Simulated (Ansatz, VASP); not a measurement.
**One calculation of TaN, two programs**

```xyz
6
Lattice="5.2051 0.0000 0.0000 -2.6025 4.5077 0.0000 0.0000 0.0000 2.9036" Properties=species:S:1:pos:R:3 pbc="T T T"
Ta    0.0000    0.0000    0.0000
Ta    0.0000    3.0052    1.4518
Ta    2.6025    1.5026    1.4518
N     2.6025    0.0000    0.0000
N     1.3013    2.2539    0.0000
N    -1.3013    2.2539    0.0000
```

Alike in both runs: functional PBEsol; k mesh 12 × 12 × 12; occupations gaussian, width 0.1 eV; no spin polarisation.

Ansatz relaxed the structure, and its values are those at the end. VASP's run is a single point on that final structure, the one shown.

|  | VASP | Ansatz |
| --- | --- | --- |
| version | VASP 6.6.1 | Ansatz 0.2.0 |
| potentials or method | VASP PAW PBE potentials, release 64 (Ta_sv_GW, N), cutoff 600 eV | scalar-relativistic, plane waves, PAW |
| valence electrons in the cell | 54 | 54 |

VASP gave:

```
gap on the k mesh at the Fermi level (eV) : none
pressure (GPa)                            : 0.1
```

Task: What did Ansatz give for the same quantities?

Result: gap on the k mesh at the Fermi level (eV): none; pressure (GPa): 0.0.

VASP's potentials were made for PBE, not for PBEsol. A gap of «none» marks a metal or a gap that the smearing closes.

Neither program's run includes spin-orbit coupling.
